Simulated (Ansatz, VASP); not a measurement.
## One calculation of Si, two programs

The input INCAR:

```
SYSTEM = Si
PREC = Accurate ; ENCUT = 520
EDIFF = 1E-6 ; ISMEAR = 0
SIGMA = 0.15 ; LREAL = .FALSE.
LASPH = .TRUE. ; NELM = 60
ALGO = Normal ; ISIF = 2
LWAVE = .FALSE. ; LCHARG = .FALSE.
GGA = PS ; NBANDS = 26
```

Contents of KPOINTS:

```
Automatic mesh
0
G
  10 10 10
  0 0 0
```

POSCAR

```
Si
1.0
   -3.2359817790      3.2359817790      3.6508346431
    3.2359817790     -3.2359817790      3.6508346431
    3.2359817790      3.2359817790     -3.6508346431
Si
8
Direct
    0.2047947401      0.2047947401      0.2047947401
    0.5000000000      0.0000000000      0.2952052599
    0.2952052599      0.5000000000      0.0000000000
    0.0000000000      0.2952052599      0.5000000000
    0.7952052599      0.7952052599      0.7952052599
    0.5000000000      0.0000000000      0.7047947401
    0.7047947401      0.5000000000      0.0000000000
    0.0000000000      0.7047947401      0.5000000000
```

Input for Ansatz:

```yaml
crystal:
  lattice:
    - [-3.235981779, 3.235981779, 3.6508346431]
    - [3.235981779, -3.235981779, 3.6508346431]
    - [3.235981779, 3.235981779, -3.6508346431]
  atoms:
    - { symbol: Si, position: [0.2047947401, 0.2047947401, 0.2047947401] }
    - { symbol: Si, position: [0.5, 0.0, 0.2952052599] }
    - { symbol: Si, position: [0.2952052599, 0.5, 0.0] }
    - { symbol: Si, position: [0.0, 0.2952052599, 0.5] }
    - { symbol: Si, position: [0.7952052599, 0.7952052599, 0.7952052599] }
    - { symbol: Si, position: [0.5, 0.0, 0.7047947401] }
    - { symbol: Si, position: [0.7047947401, 0.5, 0.0] }
    - { symbol: Si, position: [0.0, 0.7047947401, 0.5] }
basis:
  ecutwfc: 420
kpoints:
  mp_grid: { grid: [10, 10, 10] }
hamiltonian:
  xc: pbesol
  pseudopotentials: { kind: paw, azcp: { folder: soft_1 } }
scf:
  occupations: { method: gaussian, width: 0.15 }
output:
  forces: true
  stress: true
  eigenvalues: true
```

Alike in both runs: task single point; functional PBEsol; k mesh 10 × 10 × 10; occupations gaussian, width 0.15 eV; no spin polarisation.

```csv
,VASP,Ansatz
version,VASP 6.6.1,Ansatz 0.2.0
potentials or method,"VASP PAW PBE potentials, release 64 (Si), cutoff 520 eV","scalar-relativistic, plane waves, PAW"
valence electrons in the cell,32,32
```

VASP gave:

```
gap on the k mesh at the Fermi level (eV)                     : none
pressure (GPa)                                                : -4.9
traceless stress, the component that is largest in VASP (GPa) : -10.54
rms of the force components (eV/Å)                            : 0.355
```

Question: Estimate Ansatz's values.

Answer: gap on the k mesh at the Fermi level (eV): none; pressure (GPa): -5.0; traceless stress, the component that is largest in VASP (GPa): -10.52; rms of the force components (eV/Å): 0.353.

VASP's potentials were made for PBE, not for PBEsol, and Ansatz warns of the same on its side. Atom by atom the forces differ by 0.007 eV/Å (rms over components). A gap of «none» marks a metal or a gap that the smearing closes. The functional is the same, so the differences come from potentials, cutoffs and numerics.
